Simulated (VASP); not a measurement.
# Rh (P6/mmm) in VASP: further runs

Rh is run at these levels: PBEsol; tasks: relaxation of cell and atoms.

All numbers are computed with VASP 6.6.1; they aren't measurements. Logs are shortened: lines on timing, memory, paths and dates and some standing lists are left out, and cuts for length are marked.

## 1. The cell of the first run

Symmetry: P6/mmm, No. 191, hexagonal system. Conventional cell: a = 4.222 Å, b = 4.222 Å, c = 2.618 Å, α = 90.00°, β = 90.00°, γ = 120.00°. Within 3.5 Å of Rh (site symmetry 6/mmm) lie 14 Rh at 2.62 to 2.77 Å. Within 3.2 Å of Rh (site symmetry -6m2) lie 11 Rh at 2.44 to 2.77 Å.

This isn't the form of Rh at room conditions, which is fcc.

## 2. Relaxation of cell and atoms, PBEsol, target pressure 0.87 GPa, at which the enthalpy is minimised

INCAR reads:

```
PREC = Accurate
ENCUT = 600
EDIFF = 1E-7
ISMEAR = -1
SIGMA = 0.08
LREAL = False
LASPH = True
NELM = 100
ALGO = Normal
ISIF = 3
LWAVE = False
LCHARG = False
GGA = PS
IBRION = 2
NSW = 60
EDIFFG = -0.005
PSTRESS = 8.7
```

KPOINTS reads:

```
Automatic mesh
0
Gamma
  9 9 12
```

POSCAR reads:

```
Rh
1.0
    4.2221708638      0.0000000000      0.0000000000
   -2.1110854319      3.6565072272      0.0000000000
    0.0000000000      0.0000000000      2.6177459356
Rh
3
Direct
    0.0000000000      0.0000000000      0.0000000000
    0.3333333333      0.6666666667      0.5000000000
    0.6666666667      0.3333333333      0.5000000000
```

Potentials or basis: VASP PAW PBE potentials, release 64 (Rh_pv).

On the command line:

```sh
cat potpaw_PBE.64/Rh_pv/POTCAR > POTCAR
mpirun -np 1 vasp_std > vasp.out
```

OUTCAR:

```text
PREC = Accurate
   ENCUT = 600
   EDIFF = 1E-7
   ISMEAR = -1
   LREAL = False
   LASPH = True
   NELM = 100
   ISIF = 3
   GGA = PS
   IBRION = 2
   NSW = 60
   EDIFFG = -0.005
   PSTRESS = 8.7

 ion  position               nearest neighbor table
   1  0.000  0.000  0.000-   2 2.77   3 2.77   2 2.77   3 2.77   3 2.77   3 2.77   2 2.77   2 2.77
                             3 2.77   3 2.77   2 2.77   2 2.77
   2  0.333  0.667  0.500-   3 2.44   3 2.44   3 2.44   1 2.77   1 2.77   1 2.77   1 2.77   1 2.77
                             1 2.77
   3  0.667  0.333  0.500-   2 2.44   2 2.44   2 2.44   1 2.77   1 2.77   1 2.77   1 2.77   1 2.77
                             1 2.77

  LATTYP: Found a hexagonal cell.
 ALAT       =     4.2221708638
 C/A-ratio  =     0.6200000000

  Lattice vectors:

 A1 = (   4.2221708638,   0.0000000000,   0.0000000000)
 A2 = (  -2.1110854319,   3.6565072272,   0.0000000000)
 A3 = (   0.0000000000,   0.0000000000,   2.6177459356)

Analysis of symmetry for initial positions (statically):
=====================================================================
 Subroutine PRICEL returns:
 Original cell was already a primitive cell.

 Routine SETGRP: Setting up the symmetry group for a
 hexagonal supercell.

 Subroutine GETGRP returns: Found 24 space group operations
 (whereof 24 operations were pure point group operations)
 out of a pool of 24 trial point group operations.

The static configuration has the point symmetry D_6h.

Analysis of symmetry for dynamics (positions and initial velocities):
=====================================================================
 Subroutine PRICEL returns:
 Original cell was already a primitive cell.

 Routine SETGRP: Setting up the symmetry group for a
 hexagonal supercell.

 Subroutine GETGRP returns: Found 24 space group operations
 (whereof 24 operations were pure point group operations)
 out of a pool of 24 trial point group operations.

The dynamic configuration has the point symmetry D_6h.

 Subroutine INISYM returns: Found 24 space group operations
 (whereof 24 operations are pure point group operations),
 and found     1 'primitive' translations

----------------------------------------------------------------------------------------

                                     Primitive cell

  volume of cell :      40.4138

  direct lattice vectors                    reciprocal lattice vectors
     4.222170864  0.000000000  0.000000000     0.236844986  0.136742517  0.000000000
    -2.111085432  3.656507227  0.000000000     0.000000000  0.273485033  0.000000000
     0.000000000  0.000000000  2.617745936     0.000000000  0.000000000  0.382008042

  length of vectors
     4.222170864  4.222170864  2.617745936     0.273485033  0.273485033  0.382008042

  position of ions in fractional coordinates (direct lattice)
     0.000000000  0.000000000  0.000000000
     0.333333333  0.666666667  0.500000000
     0.666666667  0.333333333  0.500000000

  ion indices of the primitive-cell ions
   primitive index   ion index
                 1           1
                 2           2
                 3           3

----------------------------------------------------------------------------------------

 KPOINTS: Automatic mesh

Automatic generation of k-mesh.
 Grid dimensions read from file:
 generate k-points for:    9    9   12

 Generating k-lattice:

  Cartesian coordinates                     Fractional coordinates (reciprocal lattice)
     0.026316110  0.015193613  0.000000000     0.111111111  0.000000000  0.000000000
     0.000000000  0.030387226  0.000000000     0.000000000  0.111111111  0.000000000
     0.000000000  0.000000000  0.031834004     0.000000000  0.000000000  0.083333333

  Length of vectors
     0.030387226  0.030387226  0.031834004

  Shift w.r.t. Gamma in fractional coordinates (k-lattice)
     0.000000000  0.000000000  0.000000000

 Subroutine IBZKPT returns following result:
 ===========================================

 Found     84 irreducible k-points:

 Following reciprocal coordinates:
            Coordinates               Weight
  0.000000  0.000000  0.000000      1.000000
  0.111111  0.000000  0.000000      6.000000
  0.222222  0.000000  0.000000      6.000000
  0.333333  0.000000  0.000000      6.000000
  0.444444  0.000000  0.000000      6.000000
  0.111111  0.111111  0.000000      6.000000
[... 16 lines left out ...]
  0.333333  0.222222  0.083333     24.000000
  0.333333  0.333333  0.083333      4.000000
 [... further k-points ...]
   k-points           NKPTS =     84   k-points in BZ     NKDIM =     84   number of bands    NBANDS=     27
   number of dos      NEDOS =    301   number of ions     NIONS =      3
   total plane-waves  NPLWV =  31104
   dimension x,y,z NGX =    36 NGY =   36 NGZ =   24
   dimension x,y,z NGXF=    72 NGYF=   72 NGZF=   48
   ions per type =               3
   NGX,Y,Z   is equivalent  to a cutoff of  14.17, 14.17, 15.24 a.u.
   NGXF,Y,Z  is equivalent  to a cutoff of  28.35, 28.35, 30.48 a.u.
 SYSTEM =  unknown system
   PREC   = accura    normal or accurate (medium, high low for compatibility)
   ISTART =      0    job   : 0-new  1-cont  2-samecut
   ICHARG =      2    charge: 1-file 2-atom 10-const
   ISPIN  =      1    spin polarized calculation?
   LNONCOLLINEAR =      F non collinear calculations
   LSORBIT =      F    spin-orbit coupling
   LASPH  =      T    aspherical Exc in radial PAW
   ENCUT  =  600.0 eV  44.10 Ry    6.64 a.u.   8.43  8.43  5.23*2*pi/ulx,y,z
   NELM   =    100;   NELMIN=  2; NELMDL= -5     # of ELM steps
   EDIFF  = 0.1E-06   stopping-criterion for ELM
   LREAL  =      F    real-space projection
   EDIFFG = -.5E-02   stopping-criterion for IOM
   NSW    =     60    number of steps for IOM
   IBRION =      2    ionic relax: 0-MD 1-quasi-New 2-CG
   NFREE  =      1    steps in history (QN), initial steepest desc. (CG)
   ISIF   =      3    stress and relaxation
   ISYM   =      2    0-nonsym 1-usesym 2-fastsym
   POTIM  = 0.5000    time-step for ionic-motion
   TEBEG  =    0.0;   TEEND  =   0.0 temperature during run
   PSTRESS=    8.7 pullay stress
   NELECT =      45.0000    total number of electrons
   NUPDOWN=      -1.0000    fix difference up-down
   EMIN   =  10.00;   EMAX   =-10.00  energy-range for DOS
   EFERMI =   0.00;   METHOD = LEGACY
   ISMEAR =    -1;   SIGMA  =   0.08  broadening in eV -4-tet -1-fermi 0-gaus
   EFERMI_NEDOS =   21; number of points for ismear=-14 and -15
   IALGO  =     38    algorithm
   IMIX   =      4    mixing-type and parameters
     AMIX     =   0.40;   BMIX     =  1.00
     AMIX_MAG =   1.60;   BMIX_MAG =  1.00
  volume/ion in A,a.u.               =      13.47        90.91
  Fermi-wavevector in a.u.,A,eV,Ry     =   1.696820  3.206525 39.173865  2.879198
  Thomas-Fermi vector in A             =   2.777613
   LORBIT       =      0    0 simple, 1 ext, 2 COOP (PROOUT), +10 PAW based schemes
   GGA     = PS    functional components
   LHFCALC =     F    Hartree Fock is set to
   AEXX    =    0.0000 exact exchange contribution
   IVDW    =     0    specifies the selected vdW correction
   LEPSILON=     F    determine dielectric tensor
   LRPA    =     F    only Hartree local field effects (RPA)
 conjugate gradient relaxation of ions
 non-spin polarized calculation
  energy-cutoff  :      600.00
  volume of cell :       40.41
 maximum number of plane-waves:      1372
 NGX is ok and might be reduce to    36
   NGX = 17   NGY = 17   NGZ = 11

--------------------------------------- Ionic step        1  -------------------------------------------

 number of electron      44.9999992 magnetization

 Free energy of the ion-electron system (eV)
  ---------------------------------------------------
  ext. energy  EPLUGINS =         0.00000000
  ---------------------------------------------------
  free energy    TOTEN  =       -23.68490017 eV

  energy without entropy =      -23.57199810  energy(sigma->0) =      -23.62844913

------------------------ aborting loop because EDIFF is reached ----------------------------------------

  FORCE on cell =-STRESS in cart. coord.  units (eV):
  Direction    XX          YY          ZZ          XY          YZ          ZX
  --------------------------------------------------------------------------------------
  -------------------------------------------------------------------------------------
  Total        2.7310143      2.7310143      1.3788961      0.0000000     -0.0000000      0.0000000
  in kB      108.2691733    108.2691733     54.6653825      0.0000000     -0.0000000      0.0000000
  external PRESSURE =      81.7012430 kB  Pullay stress =       8.7000000 kB

 VOLUME and BASIS-vectors are now :
 -----------------------------------------------------------------------------
  energy-cutoff  :      600.00
  volume of cell :       40.41
      direct lattice vectors                 reciprocal lattice vectors
     4.222170864  0.000000000  0.000000000     0.236844986  0.136742517  0.000000000
    -2.111085432  3.656507227  0.000000000     0.000000000  0.273485033  0.000000000
     0.000000000  0.000000000  2.617745936     0.000000000  0.000000000  0.382008042
[... 165 lines left out ...]
  FREE ENERGIE OF THE ION-ELECTRON SYSTEM (eV)
  ---------------------------------------------------
  free  energy   TOTEN  =       -23.7223005864 eV

  energy  without entropy=      -23.6044313291  energy(sigma->0) =      -23.66336596

  enthalpy is  TOTEN    =       -23.4970926213 eV   P V=        0.2252079651

--------------------------------------- Ionic step        6  -------------------------------------------

 number of electron      45.0000002 magnetization

 Free energy of the ion-electron system (eV)
  ---------------------------------------------------
  ext. energy  EPLUGINS =         0.00000000
  ---------------------------------------------------
  free energy    TOTEN  =       -23.72258139 eV

  energy without entropy =      -23.60464216  energy(sigma->0) =      -23.66361177

 E-fermi :  11.6861     XC(G=0): -14.1604

 val. band max:       11.6783917611   @ k =   0.4444   0.1111   0.5000
 cond. band min:      11.6942883834   @ k =   0.3333   0.3333   0.1667
 fundamental gap:      0.0158966223
 Fermi energy:        11.6860672810

 k-point     1 :       0.0000    0.0000    0.0000
  band No.  band energies     occupation
      1     -35.3844      2.00000
      2     -35.3844      2.00000
      3     -34.9895      2.00000
      4     -34.9895      2.00000
      5     -34.7436      2.00000
      6     -34.6161      2.00000
[... 19 lines left out ...]
     26      20.1999      0.00000
     27      20.1999      0.00000
[... 667 lines left out ...]
      5     -34.7415      2.00000
      6     -34.7140      2.00000
[... 19 lines left out ...]
     26      12.3621      0.00043
     27      12.3621      0.00043

 [... further k-points ...]

------------------------ aborting loop because EDIFF is reached ----------------------------------------

  FORCE on cell =-STRESS in cart. coord.  units (eV):
  Direction    XX          YY          ZZ          XY          YZ          ZX
  --------------------------------------------------------------------------------------
  -------------------------------------------------------------------------------------
  Total        0.2278687      0.2278687      0.2250175      0.0000000     -0.0000000      0.0000000
  in kB        8.7978556      8.7978556      8.6877756      0.0000000     -0.0000000      0.0000000
  external PRESSURE =       0.0611623 kB  Pullay stress =       8.7000000 kB

 VOLUME and BASIS-vectors are now :
 -----------------------------------------------------------------------------
  energy-cutoff  :      600.00
  volume of cell :       41.50
      direct lattice vectors                 reciprocal lattice vectors
     4.275633425  0.000000000  0.000000000     0.233883474  0.135032687  0.000000000
    -2.137816712  3.702807163  0.000000000     0.000000000  0.270065374  0.000000000
     0.000000000 -0.000000000  2.621119430     0.000000000 -0.000000000  0.381516381

 POSITION                                       TOTAL-FORCE (eV/Angst)
 -----------------------------------------------------------------------------------
     -0.00000      0.00000      0.00000         0.000000     -0.000000     -0.000000
     -0.00000      2.46854      1.31056         0.000000     -0.000000      0.000000
      2.13782      1.23427      1.31056        -0.000000      0.000000     -0.000000
 -----------------------------------------------------------------------------------
    total drift:                                0.000000      0.000000     -0.000000

  FREE ENERGIE OF THE ION-ELECTRON SYSTEM (eV)
  ---------------------------------------------------
  free  energy   TOTEN  =       -23.7225813854 eV

  energy  without entropy=      -23.6046421557  energy(sigma->0) =      -23.66361177

  enthalpy is  TOTEN    =       -23.4972472231 eV   P V=        0.2253341622

 reached required accuracy - stopping structural energy minimisation
```

Wall time 2.5 min (1 thread of Intel Xeon 6975P-C (Granite Rapids), shared host); peak memory 0.24 GiB.

Results:

```
Free energy                                                : -23.7226 eV
Relaxed volume                                             : 13.83 Å³/atom
Relaxed cell                                               : a = 4.276 Å, b = 4.276 Å, c = 2.621 Å, α = 90.00°, β = 90.00°, γ = 120.00°
Space group after relaxing (to 0.1 Å)                      : P6/mmm (No. 191)
Energy change on relaxing (the run minimises the enthalpy) : -12.6 meV/atom
Ionic steps                                                : 6
Pressure after relaxing                                    : 0.9 GPa
Band gap on the k mesh                                     : zero (an odd number of electrons rules out a gap without spin polarisation)
```

The path:
```csv
step,energy change (eV),largest force (eV/Å),pressure (GPa),volume (Å³)
1,0.0000,0.0000,9.04,40.41
2,0.1215,0.0000,-15.82,44.56
3,-0.0372,0.0000,0.36,41.59
4,-0.0370,0.0000,0.57,41.55
5,-0.0374,0.0000,1.00,41.47
6,-0.0377,0.0000,0.88,41.50
```

Final structure:
```
Rh
1.0
     4.27563    0.00000    0.00000
    -2.13782    3.70281    0.00000
     0.00000    0.00000    2.62112
Rh
3
Direct
  0.00000 0.00000 0.00000
  0.33333 0.66667 0.50000
  0.66667 0.33333 0.50000
```

Levels at points of the mesh, in eV from the Fermi level:
| k point | band 21 | band 22 | band 23 | band 24 | band 25 | band 26 |
| --- | --- | --- | --- | --- | --- | --- |
| (0.00, 0.00, 0.00) | -1.68 | -1.61 | -1.61 | 0.80 | 0.80 | 8.51 |
| (0.00, 0.00, 0.50) | -0.05 | 0.37 | 0.37 | 1.59 | 2.84 | 3.68 |

Caveat: the cell is relaxed towards a set pressure, so the run minimises the enthalpy, not the energy; the PAW data sets were made with another functional, which shifts forces and pressure a little.

[end of part 1 of 2]
